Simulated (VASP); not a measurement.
A run of VASP 6.6.1 is set up as follows.

Contents of INCAR:

```
SYSTEM = AlN
ALGO     = Normal         ! electronic algorithm
EDIFF    = 1E-6           ! SCF threshold, eV
EDIFFG   = -0.002         ! ionic threshold
ENCUT    = 520            ! plane-wave cutoff, eV
GGA      = PE             ! functional
IBRION   = 2              ! ionic algorithm
ISIF     = 2              ! what is computed and relaxed
ISMEAR   = 0              ! smearing method
LASPH    = .TRUE.         ! aspherical terms in the spheres
LCHARG   = .FALSE.        ! write CHGCAR
LREAL    = .FALSE.        ! projectors in reciprocal space
LWAVE    = .FALSE.        ! write WAVECAR
NELM     = 60             ! most SCF steps
NSW      = 60             ! ionic steps
PREC     = Accurate       ! precision mode
SIGMA    = 0.02           ! smearing width, eV
```

Contents of KPOINTS:

```
k-points
0
G
  10 10 10
  0 0 0
```

Contents of POSCAR:

```
AlN
1.0
    0.0000000000      2.1710504966      2.1710504966
    2.1710504966      0.0000000000      2.1710504966
    2.1710504966      2.1710504966      0.0000000000
Al N
1 1
Direct
    0.0000000000      0.0000000000      0.0000000000
    0.2500000000      0.2500000000      0.2500000000
```

Potentials or basis: VASP PAW PBE potentials, release 64 (Al, N).

Command:

```console
$ cat potpaw_PBE.64/Al/POTCAR potpaw_PBE.64/N/POTCAR > POTCAR
$ mpirun -np 1 vasp_std > vasp.out
```

**Question.** Predict the band gap on the k mesh.

**Answer.** 3.33 eV, indirect (least direct gap 4.35 eV).

Final structure:
```
Al N
1.0
     0.00000    2.17105    2.17105
     2.17105    0.00000    2.17105
     2.17105    2.17105    0.00000
Al N
1 1
Direct
  0.00000 0.00000 0.00000
  0.25000 0.25000 0.25000
```

Caveat: the cell differs from its parent crystal (strained cell); the relaxation stopped at its first step, so nothing moved. A k mesh can miss the band edges.
